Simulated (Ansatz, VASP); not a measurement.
## Two plane-wave programs on Rh

```xyz
2
Lattice="2.6490 0.0000 0.0000 -1.3245 2.2941 0.0000 0.0000 0.0000 4.2956" Properties=species:S:1:pos:R:3 pbc="T T T"
Rh    1.3245    0.7647    3.2217
Rh    0.0000    1.5294    1.0739
```

Change from the starting cell: strain -0.030 along x and y, -0.030 along z, atoms carried along.

Alike in both runs: task single point; functional PBEsol; k mesh 18 × 18 × 12; occupations gaussian, width 0.15 eV; no spin polarisation.

```csv
,VASP,Ansatz
version,VASP 6.6.1,Ansatz 0.2.0
potentials or method,"VASP PAW PBE potentials, release 64 (Rh_pv), cutoff 500 eV","scalar-relativistic, plane waves, PAW"
valence electrons in the cell,30,34
```

Ansatz gave:

* gap on the k mesh at the Fermi level (eV): none
* pressure (GPa): 12.1
* traceless stress, the component that is largest in VASP (GPa): -1.14

What did VASP give for the same quantities?

gap on the k mesh at the Fermi level (eV): none; pressure (GPa): 12.1; traceless stress, the component that is largest in VASP (GPa): -1.12.

VASP's potentials were made for PBE, not for PBEsol. A gap of «none» marks a metal or a gap that the smearing closes. VASP's potentials hold 30 valence electrons a cell and Ansatz's 34, so a difference there can come from the potentials and not from the codes.
